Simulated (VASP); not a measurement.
# Sr (I4_1/amd) in VASP: further runs

Sr is run at these levels: PBE; tasks: single point.

Program: VASP 6.6.1. These are calculated values, not measurements. Logs are shortened: lines on timing, memory, paths and dates and some standing lists are left out, and cuts for length are marked.

**1. The cell of the first run**

Symmetry: I4_1/amd, No. 141, tetragonal system. The conventional cell has a = 7.413 Å, b = 7.413 Å, c = 4.042 Å, α = 90.00°, β = 90.00°, γ = 90.00°. Within 5.0 Å of Sr (site symmetry -4m2) lie 10 Sr at 3.84 to 4.79 Å.

**2. Single point, PBE**

INCAR reads:

```
PREC = Accurate ; ENCUT = 500
EDIFF = 1E-6 ; ISMEAR = 0
SIGMA = 0.1 ; LREAL = False
LASPH = True ; NELM = 120
ALGO = Normal ; ISIF = 2
LWAVE = False ; LCHARG = False
GGA = PE ; NBANDS = 17
GGA_COMPAT = False
```

KPOINTS reads:

```
Automatic mesh
0
Gamma
  4 4 4
```

POSCAR reads:

```
Sr
1.0
   -3.7063582770      3.7063582770      2.0208764669
    3.7063582770     -3.7063582770      2.0208764669
    3.7063582770      3.7063582770     -2.0208764669
Sr
2
Direct
    1.4460000000      1.2410000000      1.3630000000
    0.6960000000      0.9910000000      0.8630000000
```

Potentials or basis: VASP PAW PBE potentials, release 64 (Sr_sv).

On the command line:

```bash
> cat potpaw_PBE.64/Sr_sv/POTCAR > POTCAR
> mpirun -np 1 vasp_std > vasp.out
```

OUTCAR:

```text
PREC = Accurate
   ENCUT = 500
   EDIFF = 1E-6
   ISMEAR = 0
   LREAL = False
   LASPH = True
   NELM = 120
   ISIF = 2
   GGA = PE

 ion  position               nearest neighbor table
   1  0.446  0.241  0.363-   2 3.84   2 3.84   2 3.84   2 3.84   2 4.79   2 4.79   2 4.79   2 4.79

   2  0.696  0.991  0.863-   1 3.84   1 3.84   1 3.84   1 3.84   1 4.79   1 4.79   1 4.79   1 4.79

  LATTYP: Found a body centered tetragonal cell.
 ALAT       =     7.4127165540
 C/A-ratio  =     0.5452458494

  Lattice vectors:

 A1 = (  -3.7063582770,   3.7063582770,   2.0208764669)
 A2 = (   3.7063582770,  -3.7063582770,   2.0208764669)
 A3 = (   3.7063582770,   3.7063582770,  -2.0208764669)

Analysis of symmetry for initial positions (statically):
=====================================================================
 Subroutine PRICEL returns:
 Original cell was already a primitive cell.

 Routine SETGRP: Setting up the symmetry group for a
 body centered tetragonal supercell.

 Subroutine GETGRP returns: Found 16 space group operations
 (whereof  1 operations were pure point group operations)
 out of a pool of 16 trial point group operations.

The static configuration has the point symmetry C_1 .
 The point group associated with its full space group is D_4h.

Analysis of symmetry for dynamics (positions and initial velocities):
=====================================================================
 Subroutine PRICEL returns:
 Original cell was already a primitive cell.

 Routine SETGRP: Setting up the symmetry group for a
 body centered tetragonal supercell.

 Subroutine GETGRP returns: Found 16 space group operations
 (whereof  1 operations were pure point group operations)
 out of a pool of 16 trial point group operations.

The dynamic configuration has the point symmetry C_1 .
 The point group associated with its full space group is D_4h.

 Subroutine INISYM returns: Found 16 space group operations
 (whereof  1 operations are pure point group operations),
 and found     1 'primitive' translations

----------------------------------------------------------------------------------------

                                     Primitive cell

  volume of cell :     111.0439

  direct lattice vectors                    reciprocal lattice vectors
    -3.706358277  3.706358277  2.020876467     0.000000000  0.134903310  0.247417399
     3.706358277 -3.706358277  2.020876467     0.134903310  0.000000000  0.247417399
     3.706358277  3.706358277 -2.020876467     0.134903310  0.134903310  0.000000000

  length of vectors
     5.617661885  5.617661885  5.617661885     0.281805381  0.281805381  0.190782091

  position of ions in fractional coordinates (direct lattice)
     0.446000000  0.241000000  0.363000000
     0.696000000  0.991000000  0.863000000

  ion indices of the primitive-cell ions
   primitive index   ion index
                 1           1
                 2           2

----------------------------------------------------------------------------------------

 KPOINTS: Automatic mesh

Automatic generation of k-mesh.
 Grid dimensions read from file:
 generate k-points for:    4    4    4

 Generating k-lattice:

  Cartesian coordinates                     Fractional coordinates (reciprocal lattice)
     0.000000000  0.033725828  0.061854350     0.250000000  0.000000000 -0.000000000
     0.033725828  0.000000000  0.061854350     0.000000000  0.250000000 -0.000000000
     0.033725828  0.033725828  0.000000000     0.000000000  0.000000000  0.250000000

  Length of vectors
     0.070451345  0.070451345  0.047695523

  Shift w.r.t. Gamma in fractional coordinates (k-lattice)
     0.000000000  0.000000000  0.000000000

 Subroutine IBZKPT returns following result:
 ===========================================

 Found     13 irreducible k-points:

 Following reciprocal coordinates:
            Coordinates               Weight
  0.000000  0.000000  0.000000      1.000000
  0.250000  0.000000  0.000000      8.000000
  0.500000  0.000000  0.000000      4.000000
  0.250000  0.250000  0.000000      8.000000
  0.500000  0.250000  0.000000     16.000000
 -0.250000  0.250000  0.000000      4.000000
  0.500000  0.500000  0.000000      2.000000
  0.250000  0.250000  0.250000      2.000000
 -0.250000  0.250000  0.250000      4.000000
  0.500000  0.500000  0.250000      4.000000
 -0.250000  0.500000  0.250000      8.000000
 -0.250000 -0.250000  0.250000      2.000000
  0.500000  0.500000  0.500000      1.000000
   k-points           NKPTS =     13   k-points in BZ     NKDIM =     13   number of bands    NBANDS=     17
   number of dos      NEDOS =    301   number of ions     NIONS =      2
   total plane-waves  NPLWV =  74088
   dimension x,y,z NGX =    42 NGY =   42 NGZ =   42
   dimension x,y,z NGXF=    84 NGYF=   84 NGZF=   84
   ions per type =               2
   NGX,Y,Z   is equivalent  to a cutoff of  12.43, 12.43, 12.43 a.u.
   NGXF,Y,Z  is equivalent  to a cutoff of  24.86, 24.86, 24.86 a.u.
 SYSTEM =  unknown system
   PREC   = accura    normal or accurate (medium, high low for compatibility)
   ISTART =      0    job   : 0-new  1-cont  2-samecut
   ICHARG =      2    charge: 1-file 2-atom 10-const
   ISPIN  =      1    spin polarized calculation?
   LNONCOLLINEAR =      F non collinear calculations
   LSORBIT =      F    spin-orbit coupling
   LASPH  =      T    aspherical Exc in radial PAW
   ENCUT  =  500.0 eV  36.75 Ry    6.06 a.u.  10.24 10.24 10.24*2*pi/ulx,y,z
   NELM   =    120;   NELMIN=  2; NELMDL= -5     # of ELM steps
   EDIFF  = 0.1E-05   stopping-criterion for ELM
   LREAL  =      F    real-space projection
   EDIFFG = 0.1E-04   stopping-criterion for IOM
   NSW    =      0    number of steps for IOM
   IBRION =     -1    ionic relax: 0-MD 1-quasi-New 2-CG
   NFREE  =      0    steps in history (QN), initial steepest desc. (CG)
   ISIF   =      2    stress and relaxation
   ISYM   =      2    0-nonsym 1-usesym 2-fastsym
   POTIM  = 0.5000    time-step for ionic-motion
   TEBEG  =    0.0;   TEEND  =   0.0 temperature during run
   PSTRESS=    0.0 pullay stress
   NELECT =      20.0000    total number of electrons
   NUPDOWN=      -1.0000    fix difference up-down
   EMIN   =  10.00;   EMAX   =-10.00  energy-range for DOS
   EFERMI =   0.00;   METHOD = LEGACY
   ISMEAR =     0;   SIGMA  =   0.10  broadening in eV -4-tet -1-fermi 0-gaus
   EFERMI_NEDOS =   21; number of points for ismear=-14 and -15
   IALGO  =     38    algorithm
   IMIX   =      4    mixing-type and parameters
     AMIX     =   0.40;   BMIX     =  1.00
     AMIX_MAG =   1.60;   BMIX_MAG =  1.00
  volume/ion in A,a.u.               =      55.52       374.68
  Fermi-wavevector in a.u.,A,eV,Ry     =   0.924528  1.747104 11.629602  0.854752
  Thomas-Fermi vector in A             =   2.050283
   LORBIT       =      0    0 simple, 1 ext, 2 COOP (PROOUT), +10 PAW based schemes
   GGA     = PE    functional components
   LHFCALC =     F    Hartree Fock is set to
   AEXX    =    0.0000 exact exchange contribution
   IVDW    =     0    specifies the selected vdW correction
   LEPSILON=     F    determine dielectric tensor
   LRPA    =     F    only Hartree local field effects (RPA)
 non-spin polarized calculation
 Gauss-broadening in eV      SIGMA  =   0.10
  energy-cutoff  :      500.00
  volume of cell :      111.04
 maximum number of plane-waves:      2831
 NGX is ok and might be reduce to    42
   NGX = 21   NGY = 21   NGZ = 21

 number of electron      20.0000000 magnetization

 Free energy of the ion-electron system (eV)
  ---------------------------------------------------
  ext. energy  EPLUGINS =         0.00000000
  ---------------------------------------------------
  free energy    TOTEN  =        -2.72238579 eV

  energy without entropy =       -2.68797784  energy(sigma->0) =       -2.70518181

 E-fermi :   1.3504     XC(G=0):  -7.3137

 val. band max:        1.3489400508   @ k =   0.5000   0.5000   0.5000
 cond. band min:       1.3945533039   @ k =   0.5000   0.0000   0.0000
 fundamental gap:      0.0456132531
 Fermi energy:         1.3504464178

 k-point     1 :       0.0000    0.0000    0.0000
  band No.  band energies     occupation
      1     -35.2654      2.00000
      2     -35.2273      2.00000
      3     -17.3615      2.00000
      4     -17.3615      2.00000
      5     -17.1323      2.00000
      6     -17.1285      2.00000
[... 9 lines left out ...]
     16       4.9729      0.00000
     17       4.9776      0.00000

 k-point     2 :       0.2500    0.0000    0.0000
  band No.  band energies     occupation
      1     -35.2562      2.00000
      2     -35.2268      2.00000
      3     -17.3540      2.00000
      4     -17.3218      2.00000
      5     -17.2286      2.00000
      6     -17.2108      2.00000
[... 9 lines left out ...]
     16       4.1218      0.00000
     17       4.1297      0.00000

 k-point     3 :       0.5000    0.0000    0.0000
  band No.  band energies     occupation
      1     -35.2454      2.00000
      2     -35.2280      2.00000
      3     -17.3464      2.00000
      4     -17.3376      2.00000
      5     -17.3128      2.00000
      6     -17.2179      2.00000
[... 9 lines left out ...]
     16       4.1028      0.00000
     17       4.8546      0.00000

 k-point     4 :       0.2500    0.2500    0.0000
  band No.  band energies     occupation
      1     -35.2454      2.00000
      2     -35.2280      2.00000
      3     -17.3575      2.00000
      4     -17.3226      2.00000
      5     -17.2948      2.00000
      6     -17.2698      2.00000
[... 9 lines left out ...]
     16       4.0047      0.00000
     17       5.1974      0.00000
[... 123 lines left out ...]
      1     -35.2472      2.00000
      2     -35.2356      2.00000
      3     -17.3744      2.00000
      4     -17.3484      2.00000
      5     -17.2260      2.00000
      6     -17.2132      2.00000
[... 9 lines left out ...]
     16       4.2562      0.00000
     17       4.5708      0.00000

 k-point    12 :      -0.2500   -0.2500    0.2500
  band No.  band energies     occupation
      1     -35.2489      2.00000
      2     -35.2244      2.00000
      3     -17.3471      2.00000
      4     -17.3471      2.00000
      5     -17.3171      2.00000
      6     -17.2887      2.00000
[... 9 lines left out ...]
     16       3.7348      0.00000
     17       5.2169      0.00000

 k-point    13 :       0.5000    0.5000    0.5000
  band No.  band energies     occupation
      1     -35.2461      2.00000
      2     -35.2461      2.00000
      3     -17.4006      2.00000
      4     -17.4006      2.00000
      5     -17.1315      2.00000
      6     -17.1315      2.00000
[... 9 lines left out ...]
     16       4.7286      0.00000
     17       5.3513      0.00000

------------------------ aborting loop because EDIFF is reached ----------------------------------------

  FORCE on cell =-STRESS in cart. coord.  units (eV):
  Direction    XX          YY          ZZ          XY          YZ          ZX
  --------------------------------------------------------------------------------------
  -------------------------------------------------------------------------------------
  Total        0.4551280      0.4551280      0.0970511      0.0000000      0.0000000      0.0000000
  in kB        6.5667365      6.5667365      1.4002849      0.0000000      0.0000000      0.0000000
  external PRESSURE =       4.8445860 kB  Pullay stress =       0.0000000 kB

 VOLUME and BASIS-vectors are now :
 -----------------------------------------------------------------------------
  energy-cutoff  :      500.00
  volume of cell :      111.04
      direct lattice vectors                 reciprocal lattice vectors
    -3.706358277  3.706358277  2.020876467     0.000000000  0.134903310  0.247417399
     3.706358277 -3.706358277  2.020876467     0.134903310  0.000000000  0.247417399
     3.706358277  3.706358277 -2.020876467     0.134903310  0.134903310  0.000000000

 POSITION                                       TOTAL-FORCE (eV/Angst)
 -----------------------------------------------------------------------------------
      0.58560      2.10521      0.65476         0.000000      0.000000     -0.000000
      4.29196      2.10521      1.66520        -0.000000     -0.000000      0.000000
 -----------------------------------------------------------------------------------
    total drift:                               -0.000001      0.000001     -0.000000

  FREE ENERGIE OF THE ION-ELECTRON SYSTEM (eV)
  ---------------------------------------------------
  free  energy   TOTEN  =        -2.7223857911 eV

  energy  without entropy=       -2.6879778365  energy(sigma->0) =       -2.70518181
```

Wall time 25 s (1 thread of AMD EPYC 7R43 (Zen 3), shared host); peak memory 0.2 GiB.

What came out:

| Quantity | Value |
| --- | --- |
| Free energy | -2.7224 eV |
| Pressure | 0.5 GPa |
| Band gap on the k mesh | zero (bands 10 and 11 overlap by 0.31 eV) |

Levels at points of the mesh, in eV from the Fermi level:
```csv
k point,band 7,band 8,band 9,band 10,band 11,band 12,band 13,band 14
"(0.00, 0.00, 0.00)",-18.47,-18.47,-3.40,-0.27,0.75,1.16,1.80,2.72
"(0.50, 0.00, 0.00)",-18.55,-18.46,-0.77,-0.01,0.04,1.12,1.35,1.87
"(0.50, 0.50, 0.00)",-18.47,-18.47,-1.80,-1.80,1.16,1.16,1.66,1.66
"(0.50, 0.50, 0.50)",-18.45,-18.45,-1.07,-1.07,0.00,0.00,1.74,1.74
```

Caveat: the k points lie up to 0.44 Å⁻¹ apart.

**3. Single point, PBE**

INCAR reads:

```
  ALGO = Normal
  EDIFF = 1E-6
  ENCUT = 500
  GGA = PE
  GGA_COMPAT = False
  ISIF = 2
  ISMEAR = 0
  LASPH = True
  LCHARG = True
  LELF = True
  LREAL = False
  LVHAR = True
  LWAVE = False
  NBANDS = 17
  NELECT = 21.0
  NELM = 120
  PREC = Accurate
  SIGMA = 0.1
```

KPOINTS reads:

```
k-points
0
Gamma
  4 4 4
```

POSCAR reads:

```
Sr
1.0
   -3.7063582770      3.7063582770      2.0208764669
    3.7063582770     -3.7063582770      2.0208764669
    3.7063582770      3.7063582770     -2.0208764669
Sr
2
Direct
    0.7500000000      0.2500000000      0.5000000000
    0.0000000000      0.0000000000      0.0000000000
```

Potentials or basis: VASP PAW PBE potentials, release 64 (Sr_sv).

On the command line:

```bash
> cat potpaw_PBE.64/Sr_sv/POTCAR > POTCAR
> mpirun -np 1 vasp_std > vasp.out
```

Run time: 30 s. Hardware: 1 thread of AMD EPYC 7R43 (Zen 3), shared host; peak memory 0.2 GiB.

Results (log left out):

```
Free energy : -1.4427 eV
```

Levels at points of the mesh, in eV from the Fermi level:
| k point | band 8 | band 9 | band 10 | band 11 | band 12 | band 13 | band 14 | band 15 |
| --- | --- | --- | --- | --- | --- | --- | --- | --- |
| (0.00, 0.00, 0.00) | -18.64 | -3.79 | -0.63 | 0.43 | 0.86 | 1.51 | 2.34 | 2.34 |
| (0.50, 0.00, 0.00) | -18.63 | -1.14 | -0.39 | -0.31 | 0.79 | 1.04 | 1.53 | 2.24 |
| (0.50, 0.50, 0.00) | -18.63 | -2.18 | -2.18 | 0.84 | 0.84 | 1.34 | 1.34 | 2.29 |
| (0.50, 0.50, 0.50) | -18.61 | -1.44 | -1.44 | -0.39 | -0.39 | 1.45 | 1.45 | 3.09 |

Caveat: the k points lie up to 0.44 Å⁻¹ apart, too coarse for converged energies and pressures of a metal; the cell carries a net charge on a neutralising background, which shifts energy and pressure; the cell is charged against a uniform background, so pressure and absolute levels hang on convention.

**4. Single point, PBE**

INCAR reads:

```
SYSTEM = Sr
ALGO     = Normal         ! electronic algorithm
EDIFF    = 1E-6           ! SCF threshold, eV
ENCUT    = 500            ! plane-wave cutoff, eV
GGA      = PE             ! functional
GGA_COMPAT= .False.      
ISIF     = 2              ! what is computed and relaxed
ISMEAR   = 0              ! smearing method
LASPH    = .True.         ! aspherical terms in the spheres
LCHARG   = .False.        ! write CHGCAR
LREAL    = .False.        ! projectors in reciprocal space
LWAVE    = .False.        ! write WAVECAR
NBANDS   = 17             ! bands
NELM     = 120            ! most SCF steps
PREC     = Accurate       ! precision mode
SIGMA    = 0.1            ! smearing width, eV
```

KPOINTS reads:

```
Automatic mesh
0
Gamma
  4 4 4
  0.5 0.5 0.5
```

POSCAR is that of step 3.

On the command line:

```bash
> cat potpaw_PBE.64/Sr_sv/POTCAR > POTCAR
> mpirun -np 1 vasp_std > vasp.out
```

It took 22 s on 1 thread of AMD EPYC 7R43 (Zen 3), shared host; peak memory 0.19 GiB.

Results (log left out):

```yaml
Free_energy: -2.7503 eV
Pressure: 0.2 GPa
Band_gap_on_the_k_mesh: zero (bands 10 and 11 overlap by 0.24 eV)
```

Stress tensor (GPa, compression positive):
```
0.09 0.00 0.00
0.00 0.09 0.00
0.00 0.00 0.30
```

Levels at points of the mesh, in eV from the Fermi level:
```
           k point  band 8  band 9  band 10  band 11  band 12  band 13
(0.12, 0.12, 0.12)  -18.53   -2.30    -0.16     1.03     1.23     1.31
```

Caveat: the k points lie up to 0.44 Å⁻¹ apart.

**5. Single point, PBE**

INCAR reads:

```
PREC = Accurate ; ENCUT = 500
EDIFF = 1E-6 ; ISMEAR = 0
SIGMA = 0.1 ; LREAL = False
LASPH = True ; NELM = 120
ALGO = Normal ; ISIF = 2
LWAVE = False ; LCHARG = False
GGA = PE ; NBANDS = 17
GGA_COMPAT = False
```

KPOINTS reads:

```
regular mesh
0
Gamma
  4 4 4
```

POSCAR is that of step 4.

On the command line:

```bash
> cat potpaw_PBE.64/Sr_sv/POTCAR > POTCAR
> mpirun -np 1 vasp_std > vasp.out
```

It took 22 s on 1 thread of AMD EPYC 7R43 (Zen 3), shared host; peak memory 0.2 GiB.

It converged, with:

```yaml
Free_energy: -2.7224 eV
Pressure: 0.5 GPa
Band_gap_on_the_k_mesh: zero (bands 10 and 11 overlap by 0.31 eV)
```

Stress tensor (GPa, compression positive):
```
0.66 0.00 0.00
0.00 0.66 0.00
0.00 0.00 0.14
```

Levels at points of the mesh, in eV from the Fermi level:
```tsv
k point	band 6	band 7	band 8	band 9	band 10	band 11	band 12	band 13	band 14	band 15
(0.00, 0.00, 0.00)	-18.48	-18.47	-18.47	-3.40	-0.27	0.75	1.16	1.80	2.72	2.72
(0.50, 0.00, 0.00)	-18.57	-18.55	-18.46	-0.77	-0.01	0.04	1.12	1.35	1.87	2.55
(0.50, 0.50, 0.00)	-18.60	-18.47	-18.47	-1.80	-1.80	1.16	1.16	1.66	1.66	2.60
(0.50, 0.50, 0.50)	-18.48	-18.45	-18.45	-1.07	-1.07	0.00	0.00	1.74	1.74	3.38
```

Caveat: the k points lie up to 0.44 Å⁻¹ apart.
